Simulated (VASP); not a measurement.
# TiAl2 (Cmmm) in VASP: relaxation of cell and atoms with LDA

Aim: the relaxation of cell and atoms of TiAl2 with LDA.

Everything below comes from runs of VASP 6.6.1. Logs are shortened: lines on timing, memory, paths and dates and some standing lists are left out, and cuts for length are marked.

## (1) The cell of the first run

It takes space group Cmmm (No. 65, orthorhombic). Conventional cell: a = 3.864 Å, b = 11.947 Å, c = 3.932 Å, α = 90.00°, β = 90.00°, γ = 90.00°. Ti (site symmetry m2m) has 10 Al at 2.68 to 2.83 Å and 2 Ti at 2.96 Å within 3.5 Å. Within 3.5 Å of Al (site symmetry mmm) lie 4 Ti at 2.68 Å and 8 Al at 2.76 to 2.85 Å. Within 3.5 Å of Al (site symmetry m2m) lie 6 Al at 2.67 to 2.85 Å and 6 Ti at 2.76 to 2.83 Å. Al (site symmetry mmm) has 4 Ti at 2.71 Å and 8 Al at 2.76 to 2.83 Å within 3.6 Å.

## (2) Relaxation of cell and atoms, LDA

INCAR

```
SYSTEM = TiAl2
PREC = Accurate ; ENCUT = 500
EDIFF = 1E-7 ; ISMEAR = -1
SIGMA = 0.15 ; LREAL = .FALSE.
LASPH = .TRUE. ; NELM = 120
ALGO = Normal ; ISIF = 3
LWAVE = .FALSE. ; LCHARG = .FALSE.
IBRION = 2 ; NSW = 80
EDIFFG = -0.001 ; GGA_COMPAT = .FALSE.
NELMIN = 4
```

KPOINTS

```
Automatic mesh
0
G
  10 10 10
  0 0 0
```

POSCAR

```
TiAl2
1.0
    1.9318918277     -5.9735899575      0.0000000000
    1.9318918277      5.9735899575      0.0000000000
    0.0000000000      0.0000000000      3.9315125201
Ti Al
2 4
Direct
    0.6560629585      0.3439370415      0.0000000000
    0.3439370415      0.6560629585      0.0000000000
    0.0000000000      0.0000000000      0.0000000000
    0.8269844141      0.1730155859      0.5000000000
    0.1730155859      0.8269844141      0.5000000000
    0.5000000000      0.5000000000      0.5000000000
```

Potentials or basis: VASP PAW LDA potentials, release 64 (Ti_sv, Al).

Started as:

```
$ cat potpaw_LDA.64/Ti_sv/POTCAR potpaw_LDA.64/Al/POTCAR > POTCAR
$ mpirun -np 1 vasp_std > vasp.out
```

OUTCAR:

```text
SYSTEM = TiAl2
   PREC = Accurate
   ENCUT = 500
   EDIFF = 1E-7
   ISMEAR = -1
   LREAL = .FALSE.
   LASPH = .TRUE.
   NELM = 120
   ISIF = 3
   IBRION = 2
   NSW = 80
   EDIFFG = -0.001
   NELMIN = 4

 ion  position               nearest neighbor table
   1  0.656  0.344  0.000-   3 2.68   3 2.68   6 2.71   6 2.71   5 2.76   5 2.76   5 2.76   5 2.76
                             4 2.83   4 2.83
   2  0.344  0.656  0.000-   3 2.68   3 2.68   6 2.71   6 2.71   4 2.76   4 2.76   4 2.76   4 2.76
                             5 2.83   5 2.83
   3  0.000  0.000  0.000-   1 2.68   2 2.68   1 2.68   2 2.68   6 2.76   6 2.76   6 2.76   6 2.76
                             4 2.85   4 2.85   5 2.85   5 2.85
   4  0.827  0.173  0.500-   5 2.67   5 2.67   2 2.76   2 2.76   2 2.76   2 2.76   6 2.83   6 2.83
                             1 2.83   1 2.83   3 2.85   3 2.85
   5  0.173  0.827  0.500-   4 2.67   4 2.67   1 2.76   1 2.76   1 2.76   1 2.76   6 2.83   6 2.83
                             2 2.83   2 2.83   3 2.85   3 2.85
   6  0.500  0.500  0.500-   1 2.71   2 2.71   1 2.71   2 2.71   3 2.76   3 2.76   3 2.76   3 2.76
                             5 2.83   4 2.83   5 2.83   4 2.83

  LATTYP: Found a base centered orthorhombic cell.
 ALAT       =     3.8637836554
 B/A-ratio  =     3.0920933936
 C/A-ratio  =     1.0175291555

  Lattice vectors:

 A1 = (   1.9318918277,  -5.9735899575,   0.0000000000)
 A2 = (   1.9318918277,   5.9735899575,   0.0000000000)
 A3 = (   0.0000000000,   0.0000000000,   3.9315125201)

Analysis of symmetry for initial positions (statically):
=====================================================================
 Subroutine PRICEL returns:
 Original cell was already a primitive cell.

 Routine SETGRP: Setting up the symmetry group for a
 base centered orthorhombic supercell.

 Subroutine GETGRP returns: Found  8 space group operations
 (whereof  8 operations were pure point group operations)
 out of a pool of  8 trial point group operations.

The static configuration has the point symmetry D_2h.

Analysis of symmetry for dynamics (positions and initial velocities):
=====================================================================
 Subroutine PRICEL returns:
 Original cell was already a primitive cell.

 Routine SETGRP: Setting up the symmetry group for a
 base centered orthorhombic supercell.

 Subroutine GETGRP returns: Found  8 space group operations
 (whereof  8 operations were pure point group operations)
 out of a pool of  8 trial point group operations.

The dynamic configuration has the point symmetry D_2h.

 Subroutine INISYM returns: Found  8 space group operations
 (whereof  8 operations are pure point group operations),
 and found     1 'primitive' translations

----------------------------------------------------------------------------------------

                                     Primitive cell

  volume of cell :      90.7419

  direct lattice vectors                    reciprocal lattice vectors
     1.931891828 -5.973589957  0.000000000     0.258813663 -0.083701761  0.000000000
     1.931891828  5.973589957  0.000000000     0.258813663  0.083701761  0.000000000
     0.000000000  0.000000000  3.931512520     0.000000000  0.000000000  0.254355034

  length of vectors
     6.278214954  6.278214954  3.931512520     0.272011942  0.272011942  0.254355034

  position of ions in fractional coordinates (direct lattice)
     0.656062959  0.343937041  0.000000000
     0.343937041  0.656062959  0.000000000
     0.000000000  0.000000000  0.000000000
     0.826984414  0.173015586  0.500000000
     0.173015586  0.826984414  0.500000000
     0.500000000  0.500000000  0.500000000

  ion indices of the primitive-cell ions
   primitive index   ion index
                 1           1
                 2           2
                 3           3
                 4           4
                 5           5
                 6           6

----------------------------------------------------------------------------------------

 KPOINTS: Automatic mesh

Automatic generation of k-mesh.
 Grid dimensions read from file:
 generate k-points for:   10   10   10

 Generating k-lattice:

  Cartesian coordinates                     Fractional coordinates (reciprocal lattice)
     0.025881366 -0.008370176  0.000000000     0.100000000  0.000000000  0.000000000
     0.025881366  0.008370176  0.000000000     0.000000000  0.100000000  0.000000000
     0.000000000  0.000000000  0.025435503     0.000000000  0.000000000  0.100000000

  Length of vectors
     0.027201194  0.027201194  0.025435503

  Shift w.r.t. Gamma in fractional coordinates (k-lattice)
     0.000000000  0.000000000  0.000000000

 Subroutine IBZKPT returns following result:
 ===========================================

 Found    186 irreducible k-points:

 Following reciprocal coordinates:
            Coordinates               Weight
  0.000000  0.000000  0.000000      1.000000
  0.100000 -0.000000  0.000000      4.000000
  0.200000 -0.000000  0.000000      4.000000
  0.300000  0.000000  0.000000      4.000000
  0.400000  0.000000  0.000000      4.000000
  0.500000  0.000000  0.000000      2.000000
[... 16 lines left out ...]
  0.300000  0.300000  0.000000      2.000000
  0.400000  0.300000  0.000000      4.000000
 [... further k-points ...]
   k-points           NKPTS =    186   k-points in BZ     NKDIM =    186   number of bands    NBANDS=     22
   number of dos      NEDOS =    301   number of ions     NIONS =      6
   total plane-waves  NPLWV =  69120
   dimension x,y,z NGX =    48 NGY =   48 NGZ =   30
   dimension x,y,z NGXF=    96 NGYF=   96 NGZF=   60
   ions per type =               2   4
   NGX,Y,Z   is equivalent  to a cutoff of  12.71, 12.71, 12.69 a.u.
   NGXF,Y,Z  is equivalent  to a cutoff of  25.42, 25.42, 25.37 a.u.
 SYSTEM =  TiAl2
   PREC   = accura    normal or accurate (medium, high low for compatibility)
   ISTART =      0    job   : 0-new  1-cont  2-samecut
   ICHARG =      2    charge: 1-file 2-atom 10-const
   ISPIN  =      1    spin polarized calculation?
   LNONCOLLINEAR =      F non collinear calculations
   LSORBIT =      F    spin-orbit coupling
   LASPH  =      T    aspherical Exc in radial PAW
   ENCUT  =  500.0 eV  36.75 Ry    6.06 a.u.  11.45 11.45  7.17*2*pi/ulx,y,z
   NELM   =    120;   NELMIN=  4; NELMDL= -5     # of ELM steps
   EDIFF  = 0.1E-06   stopping-criterion for ELM
   LREAL  =      F    real-space projection
   EDIFFG = -.1E-02   stopping-criterion for IOM
   NSW    =     80    number of steps for IOM
   IBRION =      2    ionic relax: 0-MD 1-quasi-New 2-CG
   NFREE  =      1    steps in history (QN), initial steepest desc. (CG)
   ISIF   =      3    stress and relaxation
   ISYM   =      2    0-nonsym 1-usesym 2-fastsym
   POTIM  = 0.5000    time-step for ionic-motion
   TEBEG  =    0.0;   TEEND  =   0.0 temperature during run
   PSTRESS=    0.0 pullay stress
   NELECT =      36.0000    total number of electrons
   NUPDOWN=      -1.0000    fix difference up-down
   EMIN   =  10.00;   EMAX   =-10.00  energy-range for DOS
   EFERMI =   0.00;   METHOD = LEGACY
   ISMEAR =    -1;   SIGMA  =   0.15  broadening in eV -4-tet -1-fermi 0-gaus
   EFERMI_NEDOS =   21; number of points for ismear=-14 and -15
   IALGO  =     38    algorithm
   IMIX   =      4    mixing-type and parameters
     AMIX     =   0.40;   BMIX     =  1.00
     AMIX_MAG =   1.60;   BMIX_MAG =  1.00
  volume/ion in A,a.u.               =      15.12       102.06
  Fermi-wavevector in a.u.,A,eV,Ry     =   1.202928  2.273205 19.688124  1.447036
  Thomas-Fermi vector in A             =   2.338696
   LORBIT       =      0    0 simple, 1 ext, 2 COOP (PROOUT), +10 PAW based schemes
   GGA     = CA    functional components
   LHFCALC =     F    Hartree Fock is set to
   AEXX    =    0.0000 exact exchange contribution
   IVDW    =     0    specifies the selected vdW correction
   LEPSILON=     F    determine dielectric tensor
   LRPA    =     F    only Hartree local field effects (RPA)
 conjugate gradient relaxation of ions
 non-spin polarized calculation
  energy-cutoff  :      500.00
  volume of cell :       90.74
 maximum number of plane-waves:      2325
 NGX is ok and might be reduce to    48
   NGX = 23   NGY = 23   NGZ = 15

--------------------------------------- Ionic step        1  -------------------------------------------

 number of electron      35.9999994 magnetization

 Free energy of the ion-electron system (eV)
  ---------------------------------------------------
  ext. energy  EPLUGINS =         0.00000000
  ---------------------------------------------------
  free energy    TOTEN  =       -36.66258566 eV

  energy without entropy =      -36.45120922  energy(sigma->0) =      -36.55689744

------------------------ aborting loop because EDIFF is reached ----------------------------------------

  FORCE on cell =-STRESS in cart. coord.  units (eV):
  Direction    XX          YY          ZZ          XY          YZ          ZX
  --------------------------------------------------------------------------------------
  -------------------------------------------------------------------------------------
  Total        0.2845110      0.2124638      0.0382069      0.0000000      0.0000000      0.0000000
  in kB        5.0234457      3.7513502      0.6745964      0.0000000      0.0000000      0.0000000
  external PRESSURE =       3.1497974 kB  Pullay stress =       0.0000000 kB
[... 101 lines left out ...]
  FREE ENERGIE OF THE ION-ELECTRON SYSTEM (eV)
  ---------------------------------------------------
  free  energy   TOTEN  =       -36.6629359640 eV

  energy  without entropy=      -36.4506703511  energy(sigma->0) =      -36.55680316

[... ionic steps 4 to 8 ...]

--------------------------------------- Ionic step        9  -------------------------------------------

 number of electron      35.9999994 magnetization

------------------------ aborting loop because EDIFF is reached ----------------------------------------

  FORCE on cell =-STRESS in cart. coord.  units (eV):
  Direction    XX          YY          ZZ          XY          YZ          ZX
  --------------------------------------------------------------------------------------
  -------------------------------------------------------------------------------------
  Total       -0.0011974     -0.0030759     -0.0028000      0.0000000      0.0000000      0.0000000
  in kB       -0.0210879     -0.0541719     -0.0493134      0.0000000      0.0000000      0.0000000
  external PRESSURE =      -0.0415244 kB  Pullay stress =       0.0000000 kB
[... 65 lines left out ...]
  energy  without entropy=      -36.4505823774  energy(sigma->0) =      -36.55679095

--------------------------------------- Ionic step       11  -------------------------------------------

 number of electron      35.9999994 magnetization

 Free energy of the ion-electron system (eV)
  ---------------------------------------------------
  ext. energy  EPLUGINS =         0.00000000
  ---------------------------------------------------
  free energy    TOTEN  =       -36.66299960 eV

  energy without entropy =      -36.45058932  energy(sigma->0) =      -36.55679446

 E-fermi :   8.8043     XC(G=0): -11.2584

 val. band max:        8.7907943826   @ k =   0.1000  -0.0000   0.0000
 cond. band min:       8.8084541943   @ k =  -0.2000   0.1000   0.4000
 fundamental gap:      0.0176598117
 Fermi energy:         8.8043357677

 k-point     1 :       0.0000    0.0000    0.0000
  band No.  band energies     occupation
      1     -47.1116      2.00000
      2     -47.0762      2.00000
      3     -23.8598      2.00000
      4     -23.8392      2.00000
      5     -23.8215      2.00000
      6     -23.8113      2.00000
[... 574 lines left out ...]
      6     -23.8294      2.00000
[... 14 lines left out ...]
     21       9.5553      0.01330
     22      10.6440      0.00001

 [... further k-points ...]

------------------------ aborting loop because EDIFF is reached ----------------------------------------

  FORCE on cell =-STRESS in cart. coord.  units (eV):
  Direction    XX          YY          ZZ          XY          YZ          ZX
  --------------------------------------------------------------------------------------
  -------------------------------------------------------------------------------------
  Total        0.0031203      0.0027186      0.0004983      0.0000000      0.0000000      0.0000000
  in kB        0.0549586      0.0478824      0.0087764      0.0000000      0.0000000      0.0000000
  external PRESSURE =       0.0372058 kB  Pullay stress =       0.0000000 kB
[... 21 lines left out ...]
  FREE ENERGIE OF THE ION-ELECTRON SYSTEM (eV)
  ---------------------------------------------------
  free  energy   TOTEN  =       -36.6629995959 eV

  energy  without entropy=      -36.4505893187  energy(sigma->0) =      -36.55679446

 reached required accuracy - stopping structural energy minimisation
```

Wall time 32 min (1 thread of Intel Xeon Platinum 8488C (Sapphire Rapids), shared host); peak memory 0.44 GiB.

Results:

```
Free energy                           : -36.6630 eV
Relaxed volume                        : 15.16 Å³/atom
Relaxed cell                          : a = 6.286 Å, b = 6.286 Å, c = 3.928 Å, α = 90.00°, β = 90.00°, γ = 144.13°
Space group after relaxing (to 0.1 Å) : Cmmm (No. 65)
Energy gained by relaxing             : 0.1 meV/atom
Ionic steps                           : 11
Pressure after relaxing               : 0.0 GPa
Band gap on the k mesh                : zero (bands 18 and 19 overlap by 1.57 eV)
```

The path:
```csv
step,energy change (eV),largest force (eV/Å),pressure (GPa),volume (Å³)
1,0.0000,0.0179,0.31,90.74
2,-0.0003,0.0004,-0.22,91.13
3,-0.0004,0.0054,-0.05,91.01
4,-0.0004,0.0051,-0.05,91.01
5,-0.0003,0.0040,-0.08,91.04
6,-0.0004,0.0048,-0.06,91.02
7,-0.0004,0.0012,-0.02,90.98
8,-0.0004,0.0030,0.00,90.97
9,-0.0004,0.0030,0.00,90.97
10,-0.0004,0.0012,0.00,90.97
11,-0.0004,0.0004,0.00,90.96
```

Final structure:
```
Ti Al
1.0
     1.93601   -5.98061    0.00000
     1.93601    5.98061    0.00000
     0.00000    0.00000    3.92817
Ti Al
2 4
Direct
  0.65613 0.34387 0.00000
  0.34387 0.65613 0.00000
  0.00000 0.00000 0.00000
  0.82704 0.17296 0.50000
  0.17296 0.82704 0.50000
  0.50000 0.50000 0.50000
```
